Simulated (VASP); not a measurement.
Wanted: the native input for a VASP 6.6.1 run.

* Task: single point
* Functional: r2SCAN
* Potentials or basis: VASP PAW PBE potentials, release 64 (O, Pt, Se)
* Cutoff: 520 eV
* k mesh: 9 × 9 × 4
* Occupations: fermi-dirac, width 0.1 eV
* Spin: no spin polarisation
* Dipole correction: no
* Further INCAR settings: ALGO = Normal; EDIFF = 1e-07; NBANDS = 27

Crystal: Pt2SeO2.

```
O Pt Se
1.0
     3.52247    0.00000    0.00000
    -1.76124    3.05055    0.00000
     0.00000    0.00000    6.44919
O Pt Se
2 2 1
Direct
  0.33333 0.66667 0.65543
  0.66667 0.33333 0.34457
  0.33333 0.66667 0.24034
  0.66667 0.33333 0.75966
  0.00000 0.00000 0.00000
```

These files were run (other wordings do the same):

POSCAR

```
Pt2SeO2
1.0
    3.5224748728      0.0000002862      0.0000000000
   -1.7612376843      3.0505525809      0.0000000000
    0.0000000000      0.0000000000      6.4491939117
O Pt Se
2 2 1
Direct
    0.3333333333      0.6666666667      0.6554295216
    0.6666666667      0.3333333333      0.3445704784
    0.3333333333      0.6666666667      0.2403448909
    0.6666666667      0.3333333333      0.7596551091
    0.0000000000      0.0000000000      0.0000000000
```

INCAR.step1

```
ALGO     = Normal         # electronic algorithm
EDIFF    = 1E-4           # SCF threshold, eV
ENCUT    = 520            # plane-wave cutoff, eV
GGA      = PE             # functional
ISMEAR   = -1             # smearing method
LASPH    = True           # aspherical terms in the spheres
LCHARG   = False          # write CHGCAR
LREAL    = False          # projectors in reciprocal space
LWAVE    = True           # write WAVECAR
NBANDS   = 27             # bands
NELM     = 100            # most SCF steps
PREC     = Accurate       # precision mode
SIGMA    = 0.1            # smearing width, eV
```

INCAR.step2

```
ALGO     = Normal         # electronic algorithm
EDIFF    = 1E-7           # SCF threshold, eV
ENCUT    = 520            # plane-wave cutoff, eV
ISIF     = 2              # what is computed and relaxed
ISMEAR   = -1             # smearing method
ISTART   = 1            
LASPH    = True           # aspherical terms in the spheres
LCHARG   = False          # write CHGCAR
LMIXTAU  = True         
LREAL    = False          # projectors in reciprocal space
LWAVE    = False          # write WAVECAR
METAGGA  = R2SCAN         # meta-GGA
NBANDS   = 27             # bands
NELM     = 100            # most SCF steps
PREC     = Accurate       # precision mode
SIGMA    = 0.1            # smearing width, eV
```

KPOINTS

```
k-points
0
Gamma
  9 9 4
```

Potentials or basis: VASP PAW PBE potentials, release 64 (O, Pt, Se).

Run with:

```sh
$ cat potpaw_PBE.64/O/POTCAR potpaw_PBE.64/Pt/POTCAR potpaw_PBE.64/Se/POTCAR > POTCAR
$ cp INCAR.step1 INCAR
$ mpirun -np 1 vasp_std > vasp.out
$ cp INCAR.step2 INCAR
$ mpirun -np 1 vasp_std > vasp.out
```

Results of the run:

```json
{"Pressure": "0.6 GPa", "Largest force": "0.026 eV/Å", "Band gap on the k mesh": "zero (bands 19 and 20 overlap by 1.36 eV)"}
```

Caveat: the PAW data sets were made with another functional, which shifts forces and pressure a little; spin-orbit coupling is left out, which moves the levels of the heavy elements.

Wall time 5.1 min on 1 thread of Intel(R) Xeon(R) Platinum 8259CL CPU @ 2.50GHz (Skylake/Cascade Lake), with other jobs on the host, peak memory 0.25 GiB.
